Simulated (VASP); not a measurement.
# Zr2HS4 in VASP: further runs

The runs below take Zr2HS4 through single point, with PBE+D3(BJ).

Program: VASP 6.6.1. These are calculated values, not measurements. Logs are shortened: lines on timing, memory, paths and dates and some standing lists are left out, and cuts for length are marked.

## 1. The cell of the first run

The cell holds a slab with vacuum, 14 atoms: a = 7.298 Å, b = 7.298 Å, c = 20.917 Å, α = 90.00°, β = 90.00°, γ = 120.00°.

## 2. Single point, PBE+D3(BJ)

Input file INCAR:

```
SYSTEM = Zr2HS4
ALGO     = Normal         ! electronic algorithm
DIPOL    = 0.5 0.5 0.285
EDIFF    = 1E-6           ! SCF threshold, eV
ENCUT    = 400            ! plane-wave cutoff, eV
GGA      = PE             ! functional
GGA_COMPAT= .FALSE.      
IDIPOL   = 3            
ISIF     = 2              ! what is computed and relaxed
ISMEAR   = 0              ! smearing method
IVDW     = 12             ! dispersion correction
LASPH    = .TRUE.         ! aspherical terms in the spheres
LCHARG   = .TRUE.         ! write CHGCAR
LDIPOL   = .TRUE.       
LELF     = .TRUE.         ! ELF
LREAL    = .FALSE.        ! projectors in reciprocal space
LVACPOTAV= .TRUE.       
LVHAR    = .TRUE.       
LWAVE    = .FALSE.        ! write WAVECAR
NBANDS   = 62             ! bands
NELM     = 120            ! most SCF steps
NELMDL   = -8           
PREC     = Accurate       ! precision mode
SIGMA    = 0.05           ! smearing width, eV
```

Input file KPOINTS:

```
k-points
0
G
  6 6 1
  0 0 0
```

Input file POSCAR:

```
Zr2HS4
1.0
    7.2976778227      0.0000000000      0.0000000000
   -3.6488389114      6.3199743831      0.0000000000
    0.0000000000      0.0000000000     20.9171506047
S Zr H
8 4 2
Direct
    0.3333333333      0.1666666667      0.1912306354
    0.3333333333      0.6666666667      0.1912306354
    0.8333333333      0.1666666667      0.1912306354
    0.8333333333      0.6666666667      0.1912306354
    0.1666666667      0.3333333333      0.3306927762
    0.1666666667      0.8333333333      0.3306927762
    0.6666666667      0.3333333333      0.3306927762
    0.6666666667      0.8333333333      0.3306927762
    0.0000000000      0.0000000000      0.2609617058
    0.0000000000      0.5000000000      0.2609617058
    0.5000000000      0.0000000000      0.2609617058
    0.5000000000      0.5000000000      0.2609617058
    0.3076212038      0.6923787962      0.4286984769
    0.3590454629      0.6409545371      0.4286984769
```

Potentials or basis: VASP PAW PBE potentials, release 64 (S, Zr_sv, H).

Started as:

```console
> cat potpaw_PBE.64/S/POTCAR potpaw_PBE.64/Zr_sv/POTCAR potpaw_PBE.64/H/POTCAR > POTCAR
> mpirun -np 1 vasp_std > vasp.out
```

OUTCAR:

```text
SYSTEM = Zr2HS4
   EDIFF = 1E-6
   ENCUT = 400
   GGA = PE
   ISIF = 2
   ISMEAR = 0
   IVDW = 12
   LASPH = .TRUE.
   LREAL = .FALSE.
   NELM = 120
   NELMDL = -8
   PREC = Accurate
 IVDW          = 12

 ion  position               nearest neighbor table
   1  0.333  0.167  0.191-   9 2.56  12 2.56  11 2.56
   2  0.333  0.667  0.191-  10 2.56  11 2.56  12 2.56
   3  0.833  0.167  0.191-  11 2.56  10 2.56   9 2.56
   4  0.833  0.667  0.191-  12 2.56   9 2.56  10 2.56
   5  0.167  0.333  0.331-  12 2.56   9 2.56  10 2.56
   6  0.167  0.833  0.331-  11 2.56  10 2.56   9 2.56
   7  0.667  0.333  0.331-  10 2.56  11 2.56  12 2.56
   8  0.667  0.833  0.331-   9 2.56  12 2.56  11 2.56
   9  0.000  0.000  0.261-   1 2.56   8 2.56   5 2.56   4 2.56   6 2.56   3 2.56  12 3.65  12 3.65
                            11 3.65  11 3.65  10 3.65  10 3.65
  10  0.000  0.500  0.261-   2 2.56   7 2.56   6 2.56   3 2.56   4 2.56   5 2.56  11 3.65  11 3.65
                            12 3.65  12 3.65   9 3.65   9 3.65
  11  0.500  0.000  0.261-   3 2.56   6 2.56   2 2.56   7 2.56   1 2.56   8 2.56  10 3.65  10 3.65
                             9 3.65   9 3.65  12 3.65  12 3.65
  12  0.500  0.500  0.261-   4 2.56   5 2.56   1 2.56   8 2.56   7 2.56   2 2.56   9 3.65   9 3.65
                            10 3.65  10 3.65  11 3.65  11 3.65
  13  0.308  0.692  0.429-  14 0.65
  14  0.359  0.641  0.429-  13 0.65

  LATTYP: Found a hexagonal cell.
 ALAT       =     7.2976778227
 C/A-ratio  =     2.8662748771

  Lattice vectors:

 A1 = (   7.2976778227,   0.0000000000,   0.0000000000)
 A2 = (  -3.6488389114,   6.3199743831,   0.0000000000)
 A3 = (   0.0000000000,   0.0000000000,  20.9171506047)

Analysis of symmetry for initial positions (statically):
=====================================================================
 Subroutine PRICEL returns:
 Original cell was already a primitive cell.

 Routine SETGRP: Setting up the symmetry group for a
 hexagonal supercell.

 Subroutine GETGRP returns: Found  2 space group operations
 (whereof  2 operations were pure point group operations)
 out of a pool of 24 trial point group operations.

The static configuration has the point symmetry C_1h.

Analysis of symmetry for dynamics (positions and initial velocities):
=====================================================================
 Subroutine PRICEL returns:
 Original cell was already a primitive cell.

 Routine SETGRP: Setting up the symmetry group for a
 hexagonal supercell.

 Subroutine GETGRP returns: Found  2 space group operations
 (whereof  2 operations were pure point group operations)
 out of a pool of 24 trial point group operations.

The dynamic configuration has the point symmetry C_1h.

 Subroutine INISYM returns: Found  2 space group operations
 (whereof  2 operations are pure point group operations),
 and found     1 'primitive' translations

----------------------------------------------------------------------------------------

                                     Primitive cell

  volume of cell :     964.7228

  direct lattice vectors                    reciprocal lattice vectors
     7.297677823  0.000000000  0.000000000     0.137029891  0.079114245  0.000000000
    -3.648838911  6.319974383  0.000000000     0.000000000  0.158228489  0.000000000
     0.000000000  0.000000000 20.917150605     0.000000000  0.000000000  0.047807659

  length of vectors
     7.297677823  7.297677823 20.917150605     0.158228489  0.158228489  0.047807659

  position of ions in fractional coordinates (direct lattice)
     0.333333333  0.166666667  0.191230635
     0.333333333  0.666666667  0.191230635
     0.833333333  0.166666667  0.191230635
     0.833333333  0.666666667  0.191230635
     0.166666667  0.333333333  0.330692776
     0.166666667  0.833333333  0.330692776
     0.666666667  0.333333333  0.330692776
     0.666666667  0.833333333  0.330692776
     0.000000000  0.000000000  0.260961706
     0.000000000  0.500000000  0.260961706
     0.500000000  0.000000000  0.260961706
     0.500000000  0.500000000  0.260961706
     0.307621204  0.692378796  0.428698477
     0.359045463  0.640954537  0.428698477

  ion indices of the primitive-cell ions
   primitive index   ion index
                 1           1
                 2           2
                 3           3
                 4           4
[... 25 lines left out ...]

  Length of vectors
     0.026371415  0.026371415  0.047807659

  Shift w.r.t. Gamma in fractional coordinates (k-lattice)
     0.000000000  0.000000000  0.000000000

 Subroutine IBZKPT returns following result:
 ===========================================

 Found     13 irreducible k-points:

 Following reciprocal coordinates:
            Coordinates               Weight
  0.000000  0.000000  0.000000      1.000000
  0.166667  0.000000  0.000000      4.000000
 -0.166667  0.166667  0.000000      2.000000
  0.333333  0.000000  0.000000      4.000000
 -0.333333  0.333333  0.000000      2.000000
  0.500000  0.000000  0.000000      2.000000
  0.500000  0.500000  0.000000      1.000000
  0.166667  0.166667  0.000000      2.000000
 -0.166667  0.333333  0.000000      4.000000
  0.333333  0.166667  0.000000      4.000000
 -0.166667  0.500000  0.000000      4.000000
  0.500000  0.333333  0.000000      4.000000
  0.333333  0.333333  0.000000      2.000000
   k-points           NKPTS =     13   k-points in BZ     NKDIM =     13   number of bands    NBANDS=     62
   number of dos      NEDOS =    301   number of ions     NIONS =     14
   total plane-waves  NPLWV = 322560
   dimension x,y,z NGX =    48 NGY =   48 NGZ =  140
   dimension x,y,z NGXF=    96 NGYF=   96 NGZF=  280
   ions per type =               8   4   2
   NGX,Y,Z   is equivalent  to a cutoff of  10.93, 10.93, 11.13 a.u.
   NGXF,Y,Z  is equivalent  to a cutoff of  21.87, 21.87, 22.25 a.u.
 SYSTEM =  Zr2HS4
   PREC   = accura    normal or accurate (medium, high low for compatibility)
   ISTART =      0    job   : 0-new  1-cont  2-samecut
   ICHARG =      2    charge: 1-file 2-atom 10-const
   ISPIN  =      1    spin polarized calculation?
   LNONCOLLINEAR =      F non collinear calculations
   LSORBIT =      F    spin-orbit coupling
   LASPH  =      T    aspherical Exc in radial PAW
   ENCUT  =  400.0 eV  29.40 Ry    5.42 a.u.  11.90 11.90 34.11*2*pi/ulx,y,z
   NELM   =    120;   NELMIN=  2; NELMDL= -8     # of ELM steps
   EDIFF  = 0.1E-05   stopping-criterion for ELM
   LREAL  =      F    real-space projection
[... 7 lines left out ...]
   TEBEG  =    0.0;   TEEND  =   0.0 temperature during run
   PSTRESS=    0.0 pullay stress
   NELECT =      98.0000    total number of electrons
   NUPDOWN=      -1.0000    fix difference up-down
   EMIN   =  10.00;   EMAX   =-10.00  energy-range for DOS
   EFERMI =   0.00;   METHOD = LEGACY
   ISMEAR =     0;   SIGMA  =   0.05  broadening in eV -4-tet -1-fermi 0-gaus
   EFERMI_NEDOS =   21; number of points for ismear=-14 and -15
   IALGO  =     38    algorithm
   IMIX   =      4    mixing-type and parameters
     AMIX     =   0.40;   BMIX     =  1.00
     AMIX_MAG =   1.60;   BMIX_MAG =  1.00
  volume/ion in A,a.u.               =      68.91       465.02
  Fermi-wavevector in a.u.,A,eV,Ry     =   0.763864  1.443494  7.938838  0.583488
  Thomas-Fermi vector in A             =   1.863639
   LORBIT       =      0    0 simple, 1 ext, 2 COOP (PROOUT), +10 PAW based schemes
   GGA     = PE    functional components
   LHFCALC =     F    Hartree Fock is set to
   AEXX    =    0.0000 exact exchange contribution
   IVDW    =    12    specifies the selected vdW correction
   LEPSILON=     F    determine dielectric tensor
   LRPA    =     F    only Hartree local field effects (RPA)
 non-spin polarized calculation
 Gauss-broadening in eV      SIGMA  =   0.05
  energy-cutoff  :      400.00
  volume of cell :      964.72
 maximum number of plane-waves:     17598
   NGX = 23   NGY = 23   NGZ = 69

 dipolmoment           0.000000      0.000000      0.002046 electrons x Angstroem

 number of electron      98.0000015 magnetization

 dipolmoment           0.000000      0.000000     -0.008962 electrons x Angstroem

 Free energy of the ion-electron system (eV)
  ---------------------------------------------------
  ext. energy  EPLUGINS =         0.00000000
  ---------------------------------------------------
  free energy    TOTEN  =       -92.15193843 eV

  energy without entropy =      -92.15193843  energy(sigma->0) =      -92.15193843

 E-fermi :  -3.0250     XC(G=0):  -3.2600

 val. band max:       -3.2722717503   @ k =   0.0000   0.0000   0.0000
 cond. band min:      -2.1715037371   @ k =   0.0000   0.0000   0.0000
 fundamental gap:      1.1007680131
 Fermi energy:        -3.0249977582

 k-point     1 :       0.0000    0.0000    0.0000
  band No.  band energies     occupation
      1     -52.1212      2.00000
      2     -52.1019      2.00000
      3     -52.1008      2.00000
      4     -52.0997      2.00000
      5     -30.3050      2.00000
      6     -30.3033      2.00000
[... 821 lines left out ...]
     60       0.2893      0.00000
     61       0.3072      0.00000
 [bands above 61 left out]

------------------------ aborting loop because EDIFF is reached ----------------------------------------

 Edisp (eV)   -3.05178

 E8    (eV) :    -1.3674

  FORCE on cell =-STRESS in cart. coord.  units (eV):
  Direction    XX          YY          ZZ          XY          YZ          ZX
  --------------------------------------------------------------------------------------
  -------------------------------------------------------------------------------------
  Total       2.16211     0.58735     0.30532    -1.36379     0.01478    -0.02559
  in kB       3.59076     0.97545     0.50706    -2.26493     0.02454    -0.04251
  external pressure =        1.69 kB  Pullay stress =        0.00 kB

 VOLUME and BASIS-vectors are now :
 -----------------------------------------------------------------------------
  energy-cutoff  :      400.00
  volume of cell :      964.72
      direct lattice vectors                 reciprocal lattice vectors
     7.297677823  0.000000000  0.000000000     0.137029891  0.079114245  0.000000000
    -3.648838911  6.319974383  0.000000000     0.000000000  0.158228489  0.000000000
     0.000000000  0.000000000 20.917150605     0.000000000  0.000000000  0.047807659

 POSITION                                       TOTAL-FORCE (eV/Angst)
 -----------------------------------------------------------------------------------
      1.82442      1.05333      4.00000         0.005803      0.000160     -0.018557
     -0.00000      4.21332      4.00000        -0.002562      0.001479      0.003656
      5.47326      1.05333      4.00000        -0.004079      0.002355     -0.016305
      3.64884      4.21332      4.00000         0.002763     -0.005105     -0.018557
      0.00000      2.10666      6.91715        -0.002246     -0.065085     -0.072541
     -1.82442      5.26665      6.91715        -0.055373      0.031969     -0.057908
      3.64884      2.10666      6.91715        -0.000097      0.000056      0.025295
      1.82442      5.26665      6.91715         0.055242      0.034487     -0.072541
      0.00000      0.00000      5.45858        -0.011227      0.006482     -0.008052
     -1.82442      3.15999      5.45858         0.019757     -0.002651      0.000385
      3.64884      0.00000      5.45858         0.012174     -0.015784      0.000385
      1.82442      3.15999      5.45858        -0.014659      0.008464     -0.000328
     -0.28146      4.37582      8.96715        -4.203438      2.426856      0.115198
      0.28146      4.05082      8.96715         4.197942     -2.423683      0.119870
 -----------------------------------------------------------------------------------
    total drift:                               -0.000002      0.000001      0.000780

  FREE ENERGIE OF THE ION-ELECTRON SYSTEM (eV)
  ---------------------------------------------------
  free  energy   TOTEN  =       -95.2037212121 eV

  energy  without entropy=      -95.2037212121  energy(sigma->0) =      -95.20372121

 vacuum level on the upper side and lower side of the slab         3.095         3.130
```

It took 23 min on 1 thread of Oxide Virtual Turin-like, shared host; peak memory 0.85 GiB.

What came out:

```
Free energy                : -95.2037 eV
Largest force              : 4.855 eV/Å
Band gap on the k mesh     : 1.10 eV
Dispersion energy per atom : -0.218 eV
```

Forces in eV/Å, atoms in the order of the input:
```
S    0.006  0.000 -0.019
S   -0.003  0.001  0.004
S   -0.004  0.002 -0.016
S    0.003 -0.005 -0.019
S   -0.002 -0.065 -0.073
S   -0.055  0.032 -0.058
S    0.000  0.000  0.025
S    0.055  0.034 -0.073
Zr  -0.011  0.006 -0.008
Zr   0.020 -0.003  0.000
Zr   0.012 -0.016  0.000
Zr  -0.015  0.008  0.000
H   -4.203  2.427  0.115
H    4.198 -2.424  0.120
```

[end of part 1 of 2]
